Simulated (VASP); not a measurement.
LuHf4O: relaxation of cell and atoms with PBE

Crystal: LuHf4O.

```
CELL_PARAMETERS angstrom
0.00000 3.87389 3.87389
3.87389 0.00000 3.87389
3.87389 3.87389 0.00000
ATOMIC_POSITIONS crystal
Lu 0.75000 0.75000 0.75000
Hf 0.87491 0.37503 0.37503
Hf 0.37503 0.37503 0.37503
Hf 0.37503 0.87491 0.37503
Hf 0.37503 0.37503 0.87491
O 0.00000 0.00000 0.00000
```

| Item | Value |
| --- | --- |
| Program | VASP 6.6.1 |
| Task | relaxation of cell and atoms |
| Functional | PBE |
| Potentials or basis | VASP PAW PBE potentials, release 64 (Lu, Hf_pv, O) |
| Cutoff | 600 eV |
| k mesh | 4 × 4 × 4 |
| Occupations | gaussian, width 0.1 eV |
| Spin | no spin polarisation |
| Dipole correction | no |
| Further INCAR settings | ALGO = Normal; EDIFF = 1e-06; IBRION = 2; EDIFFG = -0.04; NSW = 90; ISIF = 3 |

| Item | Value |
| --- | --- |
| Relaxed volume | 23.42 Å³/atom |
| Relaxed cell | a = 5.836 Å, b = 5.836 Å, c = 5.836 Å, α = 60.00°, β = 60.00°, γ = 60.00° |
| Space group after relaxing (to 0.05 Å) | F-43m (No. 216) |
| Energy gained by relaxing | 202.4 meV/atom |
| Ionic steps | 3 |
| Pressure after relaxing | 0.0 GPa |
| Largest force after relaxing | 0.020 eV/Å |

Forces on the atoms (eV/Å):
```
Lu   0.000  0.000  0.000
Hf  -0.012  0.012  0.012
Hf  -0.012 -0.012 -0.012
Hf   0.012 -0.012  0.012
Hf   0.012  0.012 -0.012
O    0.000  0.000  0.000
```

Step by step:
```csv
step,energy change (eV),largest force (eV/Å),pressure (GPa),volume (Å³)
1,0.0000,1.2395,16.92,116.27
2,-0.9576,0.2369,-5.57,154.23
3,-1.2143,0.0203,0.03,140.52
```

Final structure:
```cif
data_structure
_symmetry_space_group_name_H-M 'P 1'
_symmetry_Int_Tables_number 1
_cell_length_a 5.8356
_cell_length_b 5.8356
_cell_length_c 5.8356
_cell_angle_alpha 60.000
_cell_angle_beta 60.000
_cell_angle_gamma 60.000
_cell_volume 140.52
loop_
_atom_site_label
_atom_site_type_symbol
_atom_site_fract_x
_atom_site_fract_y
_atom_site_fract_z
_atom_site_occupancy
Lu1 Lu 0.75000 0.75000 0.75000 1
Hf1 Hf 0.86568 0.37811 0.37811 1
Hf2 Hf 0.37811 0.37811 0.37811 1
Hf3 Hf 0.37811 0.86568 0.37811 1
Hf4 Hf 0.37811 0.37811 0.86568 1
O1 O 0.00000 0.00000 0.00000 1
```

Levels at points of the mesh, in eV from the Fermi level:
```csv
k point,band 33,band 34,band 35,band 36,band 37,band 38
"(0.00, 0.00, 0.00)",-0.39,-0.39,-0.15,-0.15,-0.15,1.74
"(0.50, 0.00, 0.00)",-0.43,-0.32,-0.32,0.20,0.50,0.50
"(0.50, 0.50, 0.00)",-0.60,-0.34,0.10,0.34,0.40,0.62
```

It took 4.5 min on 1 thread of Intel(R) Xeon(R) 6975P-C (Granite Rapids), on a shared host, peak memory 0.39 GiB.

Caveat: the volume moved by over 15 % at a fixed basis, so the end points are rough; spin-orbit coupling is left out, which moves the levels of the heavy elements; an odd number of electrons without spin polarisation forces a metal; a magnetic or distorted state may lie lower.
